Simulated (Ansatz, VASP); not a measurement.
**Pb in VASP and in Ansatz**

```
Pb
1.0
    -1.95966    1.95966    1.95966
     1.95966   -1.95966    1.95966
     1.95966    1.95966   -1.95966
Pb
1
Direct
  0.00000 0.00000 0.00000
```

Change from the starting cell: volume scaled by 0.97, PAW files.

Alike in both runs: task electric field gradients; functional PBEsol; k mesh 13 × 13 × 13; occupations fermi-dirac, width 0.08 eV; no spin polarisation.

```csv
,VASP,Ansatz
version,VASP 6.6.1,Ansatz 0.2.0
potentials or method,"VASP PAW PBE potentials, release 64 (Pb_d)","PAW with Ansatz's default frozen-core files, scalar-relativistic"
plane-wave cutoff (eV),520,420
valence electrons in the cell,14,14
```

```tsv
	VASP	Ansatz	Ansatz less VASP
pressure (GPa)	-0.4	-0.3	+0.07
```

VASP's potentials were made for PBE, not for PBEsol. With one functional, cell and mesh, what is left measures potentials, basis and numerics.

Neither program's run includes spin-orbit coupling.
